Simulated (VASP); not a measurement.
# Ta8N9 (a cell with a defect) in VASP: further runs

Runs on Ta8N9 (a cell with a defect). Level: PBE. Tasks: single point.

Program: VASP 6.6.1. These are calculated values, not measurements. Logs are shortened: lines on timing, memory, paths and dates and some standing lists are left out, and cuts for length are marked.

## (1) The cell of the first run

The cell holds a defect, 17 atoms: a = 6.247 Å, b = 6.247 Å, c = 6.247 Å, α = 60.00°, β = 60.00°, γ = 60.00°.

## (2) Single point, PBE

Input file INCAR:

```
SYSTEM = Ta8N9
PREC     = Accurate       ! precision mode
ENCUT    = 520            ! plane-wave cutoff, eV
EDIFF    = 1E-6           ! SCF threshold, eV
ISMEAR   = 0              ! smearing method
SIGMA    = 0.1            ! smearing width, eV
LREAL    = Auto         
LASPH    = .True.         ! aspherical terms in the spheres
NELM     = 80             ! most SCF steps
ALGO     = Normal         ! electronic algorithm
ISIF     = 2              ! what is computed and relaxed
LWAVE    = .False.        ! write WAVECAR
LCHARG   = .False.        ! write CHGCAR
GGA      = PE             ! functional
NBANDS   = 80             ! bands
```

Input file KPOINTS:

```
Automatic mesh
0
Gamma
  5 5 5
  0 0 0
```

Input file POSCAR:

```
Ta8N9
1.0
    0.0000000000      4.4172695543     -4.4172695543
    4.4172695543      4.4172695543      0.0000000000
    4.4172695543      0.0000000000     -4.4172695543
Ta N
8 9
Direct
    0.2651803304      0.7729396991      0.2029839902
    0.2359835612      0.2579330933      0.2169147679
    0.7095974021      0.7388238277      0.2856026748
    0.7372140097      0.2770378816      0.2625800816
    0.2711980750      0.7509324390      0.7317094781
    0.2530227070      0.2590947838      0.7544213589
    0.7220803396      0.7726092913      0.7397027643
    0.7323855744      0.2853831953      0.6937492635
    0.0051091516     -0.0079604605      0.4921509709
    0.0037842382      0.5088179411      0.4848114822
    0.4745579762      0.0398797261      0.4780787032
    0.4368535758      0.5297118438      0.4838208250
   -0.0780392719     -0.0311931383      1.1297452960
   -0.0222101003      0.5414471475      0.9779450737
    0.5307002371      0.0073264716      0.9871392149
    0.5132322065      0.4800651112      0.9956034935
    1.0122413733      0.0661845505      0.8611976139
```

Potentials or basis: VASP PAW PBE potentials, release 64 (Ta_pv, N).

Run with:

```sh
$ cat potpaw_PBE.64/Ta_pv/POTCAR potpaw_PBE.64/N/POTCAR > POTCAR
$ mpirun -np 1 vasp_std > vasp.out
```

OUTCAR:

```text
SYSTEM = Ta8N9
   PREC = Accurate
   ENCUT = 520
   EDIFF = 1E-6
   ISMEAR = 0
   LREAL = Auto
   LASPH = .True.
   NELM = 80
   ISIF = 2
   GGA = PE

 ion  position               nearest neighbor table
   1  0.265  0.773  0.203-  13 2.03  12 2.03  15 2.22  16 2.23   9 2.26  10 2.32  17 2.64   7 2.87
                             6 2.92   3 2.96   2 2.99   5 3.00   4 3.04   4 3.24   5 3.25   2 3.27
   2  0.236  0.258  0.217-  15 2.15   9 2.20  14 2.21  11 2.22  16 2.22  10 2.30   6 2.83   4 2.93
                             1 2.99   5 3.07   8 3.07   3 3.12   3 3.17   8 3.19   5 3.20   1 3.27
   3  0.710  0.739  0.286-  13 2.00  15 2.15  12 2.15  10 2.20  11 2.21  14 2.26   8 2.70   5 2.76
                             4 2.87   1 2.96   7 2.99   2 3.12   2 3.17   7 3.27   1 3.35   4 3.38
   4  0.737  0.277  0.263-  13 2.04  12 2.13  16 2.19   9 2.21  11 2.22  14 2.24   8 2.70   3 2.87
                             2 2.93   1 3.04   6 3.05   7 3.07   7 3.19   6 3.20   1 3.24   2 3.35
   5  0.271  0.751  0.732-  17 2.06  12 2.12  11 2.19   9 2.24  14 2.24  16 2.24   3 2.76   8 2.91
                             7 2.91   1 3.00   6 3.06   2 3.07   6 3.19   2 3.20   1 3.25   7 3.34
   6  0.253  0.259  0.754-  17 2.04  12 2.04  11 2.20  14 2.25  15 2.26  10 2.29   2 2.83   8 2.90
                             1 2.92   7 2.99   4 3.05   5 3.06   5 3.19   4 3.20   7 3.27   1 3.33
   7  0.722  0.773  0.740-  15 2.15  14 2.18   9 2.23  16 2.23  11 2.25  10 2.30   1 2.87   5 2.91
                             3 2.99   6 2.99   4 3.07   8 3.10   8 3.16   4 3.19   6 3.27   3 3.27
   8  0.732  0.285  0.694-  17 2.01  15 2.16  10 2.20   9 2.21  16 2.23  12 2.25   3 2.70   4 2.70
                             6 2.90   5 2.91   2 3.07   7 3.10   7 3.16   2 3.19   5 3.36   6 3.37
   9  0.005  0.992  0.492-   2 2.20   8 2.21   4 2.21   7 2.23   5 2.24   1 2.26
  10  0.004  0.509  0.485-   3 2.20   8 2.20   6 2.29   7 2.30   2 2.30   1 2.32
  11  0.475  0.040  0.478-   5 2.19   6 2.20   3 2.21   2 2.22   4 2.22   7 2.25
  12  0.437  0.530  0.484-   1 2.03   6 2.04   5 2.12   4 2.13   3 2.15   8 2.25
  13  0.922  0.969  0.130-  17 1.37   3 2.00   1 2.03   4 2.04
  14  0.978  0.541  0.978-   7 2.18   2 2.21   5 2.24   4 2.24   6 2.25   3 2.26
  15  0.531  0.007  0.987-   3 2.15   2 2.15   7 2.15   8 2.16   1 2.22   6 2.26
  16  0.513  0.480  0.996-   4 2.19   2 2.22   1 2.23   8 2.23   7 2.23   5 2.24
  17  0.012  0.066  0.861-  13 1.37   8 2.01   6 2.04   5 2.06   1 2.64

  LATTYP: Found a face centered cubic cell.
 ALAT       =     8.8345391086

  Lattice vectors:

 A1 = (   0.0000000000,   4.4172695543,  -4.4172695543)
 A2 = (   4.4172695543,   4.4172695543,   0.0000000000)
 A3 = (   4.4172695543,   0.0000000000,  -4.4172695543)

Analysis of symmetry for initial positions (statically):
=====================================================================
 Subroutine PRICEL returns:
 Original cell was already a primitive cell.

 Routine SETGRP: Setting up the symmetry group for a
 face centered cubic supercell.

 Subroutine GETGRP returns: Found  1 space group operations
 (whereof  1 operations were pure point group operations)
 out of a pool of 48 trial point group operations.

The static configuration has the point symmetry C_1 .

Analysis of symmetry for dynamics (positions and initial velocities):
=====================================================================
 Subroutine PRICEL returns:
 Original cell was already a primitive cell.

 Routine SETGRP: Setting up the symmetry group for a
 face centered cubic supercell.

 Subroutine GETGRP returns: Found  1 space group operations
 (whereof  1 operations were pure point group operations)
 out of a pool of 48 trial point group operations.

The dynamic configuration has the point symmetry C_1 .

 Subroutine INISYM returns: Found  1 space group operations
 (whereof  1 operations are pure point group operations),
 and found     1 'primitive' translations

----------------------------------------------------------------------------------------

                                     Primitive cell

  volume of cell :     172.3819

  direct lattice vectors                    reciprocal lattice vectors
     0.000000000  4.417269554 -4.417269554    -0.113192096  0.113192096 -0.113192096
     4.417269554  4.417269554  0.000000000     0.113192096  0.113192096  0.113192096
     4.417269554  0.000000000 -4.417269554     0.113192096 -0.113192096 -0.113192096

  length of vectors
     6.246962512  6.246962512  6.246962512     0.196054462  0.196054462  0.196054462

  position of ions in fractional coordinates (direct lattice)
     0.265180330  0.772939699  0.202983990
     0.235983561  0.257933093  0.216914768
     0.709597402  0.738823828  0.285602675
     0.737214010  0.277037882  0.262580082
     0.271198075  0.750932439  0.731709478
     0.253022707  0.259094784  0.754421359
[... 9 lines left out ...]
     0.513232206  0.480065111  0.995603493
     0.012241373  0.066184550  0.861197614

  ion indices of the primitive-cell ions
   primitive index   ion index
                 1           1
                 2           2
                 3           3
                 4           4
                 5           5
                 6           6
[... 9 lines left out ...]
                16          16
                17          17

----------------------------------------------------------------------------------------

 KPOINTS: Automatic mesh

Automatic generation of k-mesh.
 Grid dimensions read from file:
 generate k-points for:    5    5    5

 Generating k-lattice:

  Cartesian coordinates                     Fractional coordinates (reciprocal lattice)
    -0.022638419  0.022638419 -0.022638419     0.200000000  0.000000000  0.000000000
     0.022638419  0.022638419  0.022638419     0.000000000  0.200000000  0.000000000
     0.022638419 -0.022638419 -0.022638419     0.000000000  0.000000000  0.200000000

  Length of vectors
     0.039210892  0.039210892  0.039210892

  Shift w.r.t. Gamma in fractional coordinates (k-lattice)
     0.000000000  0.000000000  0.000000000

 Subroutine IBZKPT returns following result:
 ===========================================

 Found     63 irreducible k-points:

 Following reciprocal coordinates:
            Coordinates               Weight
  0.000000  0.000000  0.000000      1.000000
  0.200000  0.000000  0.000000      2.000000
  0.000000  0.200000  0.000000      2.000000
  0.000000  0.000000  0.200000      2.000000
  0.200000  0.200000  0.200000      2.000000
  0.400000  0.000000  0.000000      2.000000
[... 16 lines left out ...]
  0.200000  0.400000  0.400000      2.000000
  0.400000  0.000000  0.200000      2.000000
 [... further k-points ...]
   k-points           NKPTS =     63   k-points in BZ     NKDIM =     63   number of bands    NBANDS=     80
   number of dos      NEDOS =    301   number of ions     NIONS =     17
   total plane-waves  NPLWV = 110592
   dimension x,y,z NGX =    48 NGY =   48 NGZ =   48
   dimension x,y,z NGXF=    96 NGYF=   96 NGZF=   96
   ions per type =               8   9
   NGX,Y,Z   is equivalent  to a cutoff of  12.77, 12.77, 12.77 a.u.
   NGXF,Y,Z  is equivalent  to a cutoff of  25.55, 25.55, 25.55 a.u.
 SYSTEM =  Ta8N9
   PREC   = accura    normal or accurate (medium, high low for compatibility)
   ISTART =      0    job   : 0-new  1-cont  2-samecut
   ICHARG =      2    charge: 1-file 2-atom 10-const
   ISPIN  =      1    spin polarized calculation?
   LNONCOLLINEAR =      F non collinear calculations
   LSORBIT =      F    spin-orbit coupling
   LASPH  =      T    aspherical Exc in radial PAW
   ENCUT  =  520.0 eV  38.22 Ry    6.18 a.u.  11.62 11.62 11.62*2*pi/ulx,y,z
   NELM   =     80;   NELMIN=  2; NELMDL= -5     # of ELM steps
   EDIFF  = 0.1E-05   stopping-criterion for ELM
   LREAL  =      T    real-space projection
   EDIFFG = 0.1E-04   stopping-criterion for IOM
   NSW    =      0    number of steps for IOM
   IBRION =     -1    ionic relax: 0-MD 1-quasi-New 2-CG
   NFREE  =      0    steps in history (QN), initial steepest desc. (CG)
   ISIF   =      2    stress and relaxation
   ISYM   =      2    0-nonsym 1-usesym 2-fastsym
   POTIM  = 0.5000    time-step for ionic-motion
   TEBEG  =    0.0;   TEEND  =   0.0 temperature during run
   PSTRESS=    0.0 pullay stress
   NELECT =     133.0000    total number of electrons
   NUPDOWN=      -1.0000    fix difference up-down
   EMIN   =  10.00;   EMAX   =-10.00  energy-range for DOS
   EFERMI =   0.00;   METHOD = LEGACY
   ISMEAR =     0;   SIGMA  =   0.10  broadening in eV -4-tet -1-fermi 0-gaus
   EFERMI_NEDOS =   21; number of points for ismear=-14 and -15
   IALGO  =     38    algorithm
   IMIX   =      4    mixing-type and parameters
     AMIX     =   0.40;   BMIX     =  1.00
     AMIX_MAG =   1.60;   BMIX_MAG =  1.00
  volume/ion in A,a.u.               =      10.14        68.43
  Fermi-wavevector in a.u.,A,eV,Ry     =   1.501510  2.837442 30.674762  2.254531
  Thomas-Fermi vector in A             =   2.612871
   LORBIT       =      0    0 simple, 1 ext, 2 COOP (PROOUT), +10 PAW based schemes
   GGA     = PE    functional components
   LHFCALC =     F    Hartree Fock is set to
   AEXX    =    0.0000 exact exchange contribution
   IVDW    =     0    specifies the selected vdW correction
   LEPSILON=     F    determine dielectric tensor
   LRPA    =     F    only Hartree local field effects (RPA)
 non-spin polarized calculation
 Gauss-broadening in eV      SIGMA  =   0.10
  energy-cutoff  :      520.00
  volume of cell :      172.38
 maximum number of plane-waves:      4675
   NGX = 23   NGY = 23   NGZ = 23

 number of electron     133.0000000 magnetization

 Free energy of the ion-electron system (eV)
  ---------------------------------------------------
  ext. energy  EPLUGINS =         0.00000000
  ---------------------------------------------------
  free energy    TOTEN  =      -180.37445120 eV

  energy without entropy =     -180.35286887  energy(sigma->0) =     -180.36366004

 E-fermi :   9.2429     XC(G=0): -13.5076

 val. band max:        9.2417403010   @ k =  -0.2000   0.2000   0.0000
 cond. band min:       9.2563286027   @ k =   0.4000   0.4000   0.0000
 fundamental gap:      0.0145883017
 Fermi energy:         9.2428994302

 k-point     1 :       0.0000    0.0000    0.0000
  band No.  band energies     occupation
      1     -26.9670      2.00000
      2     -26.9415      2.00000
      3     -26.9282      2.00000
      4     -26.9235      2.00000
      5     -26.8256      2.00000
      6     -26.7997      2.00000
[... 70 lines left out ...]
     77      11.5696      0.00000
     78      11.7175      0.00000

 k-point     2 :       0.2000    0.0000    0.0000
  band No.  band energies     occupation
      1     -26.9296      2.00000
      2     -26.9037      2.00000
      3     -26.8984      2.00000
      4     -26.8710      2.00000
      5     -26.8014      2.00000
      6     -26.7799      2.00000
[... 70 lines left out ...]
     77      11.7195      0.00000
     78      11.7684      0.00000
[... 1699 lines left out ...]
     77      11.8623      0.00000
     78      12.0121      0.00000

 k-point    24 :       0.4000    0.0000    0.2000
  band No.  band energies     occupation
      1     -26.8425      2.00000
      2     -26.8370      2.00000
      3     -26.8221      2.00000
      4     -26.7770      2.00000
      5     -26.7537      2.00000
      6     -26.7324      2.00000
[... 70 lines left out ...]
     77      11.7650      0.00000
     78      11.9223      0.00000

 [... further k-points ...]

 [bands above 78 left out]

------------------------ aborting loop because EDIFF is reached ----------------------------------------

  FORCE on cell =-STRESS in cart. coord.  units (eV):
  Direction    XX          YY          ZZ          XY          YZ          ZX
  --------------------------------------------------------------------------------------
  -------------------------------------------------------------------------------------
  Total       19.5989714     28.1073468     30.6004063     -2.6450247      3.0830813     -2.0108445
  in kB      182.1596400    261.2394334    284.4107937    -24.5837775     28.6552273    -18.6894865
  external PRESSURE =     242.6032890 kB  Pullay stress =       0.0000000 kB

 VOLUME and BASIS-vectors are now :
 -----------------------------------------------------------------------------
  energy-cutoff  :      520.00
  volume of cell :      172.38
      direct lattice vectors                 reciprocal lattice vectors
     0.000000000  4.417269554 -4.417269554    -0.113192096  0.113192096 -0.113192096
     4.417269554  4.417269554  0.000000000     0.113192096  0.113192096  0.113192096
     4.417269554  0.000000000 -4.417269554     0.113192096 -0.113192096 -0.113192096

 POSITION                                       TOTAL-FORCE (eV/Angst)
 -----------------------------------------------------------------------------------
      4.31092      4.58566     -2.06801         0.027314     -0.046096     -0.032711
      2.09753      2.18176     -2.00057         0.127512     -0.066019     -0.172872
      4.52517      6.39807     -4.39607        -0.023660      0.058875      0.039852
      2.38364      4.48022     -4.41636        -0.047724      0.014973      0.071672
      6.54923      4.51503     -4.43011        -0.059181     -0.008243      0.048991
      4.47697      2.26216     -4.45015         0.056244     -0.079485      0.030959
[... 9 lines left out ...]
      6.51843      4.38766     -6.66493         0.053728     -0.056939      0.064247
      4.09650      0.34643     -3.85822        -0.303548      0.178923      0.198870
 -----------------------------------------------------------------------------------
    total drift:                                0.000627     -0.003938      0.001432

  FREE ENERGIE OF THE ION-ELECTRON SYSTEM (eV)
  ---------------------------------------------------
  free  energy   TOTEN  =      -180.3744512001 eV

  energy  without entropy=     -180.3528688730  energy(sigma->0) =     -180.36366004
```

It took 32 min on 1 thread of Oxide Virtual Turin-like, shared host; peak memory 0.64 GiB.

Results:

```yaml
Free_energy: -180.3745 eV
Pressure: 24.3 GPa
Largest_force: 0.405 eV/Å
Band_gap_on_the_k_mesh: zero (an odd number of electrons rules out a gap without spin polarisation)
```

Forces in eV/Å, atoms in the order of the input:
```
Ta   0.027 -0.046 -0.033
Ta   0.128 -0.066 -0.173
Ta  -0.024  0.059  0.040
Ta  -0.048  0.015  0.072
Ta  -0.059 -0.008  0.049
Ta   0.056 -0.079  0.031
Ta   0.009 -0.034 -0.069
Ta   0.041  0.000 -0.027
N   -0.011 -0.072  0.086
N    0.070  0.030  0.056
N   -0.015  0.048 -0.143
N   -0.044 -0.071 -0.072
N    0.012  0.055 -0.011
N    0.018  0.049 -0.099
N    0.089 -0.001  0.030
N    0.054 -0.057  0.064
N   -0.304  0.179  0.199
```

Stress tensor (GPa, compression positive):
```
18.22 -2.46 -1.87
-2.46 26.12  2.87
-1.87  2.87 28.44
```

Levels at points of the mesh, in eV from the Fermi level:
```tsv
k point	band 64	band 65	band 66	band 67	band 68	band 69	band 70	band 71
(0.00, 0.00, 0.00)	-1.00	-0.83	0.78	0.87	1.26	1.31	1.54	1.54
```

Caveat: spin-orbit coupling is left out, which moves the levels of the heavy elements.

(Part 1 of 2 ends here.)

The gap in the log of VASP goes by the Fermi energy; the results here count the filled bands.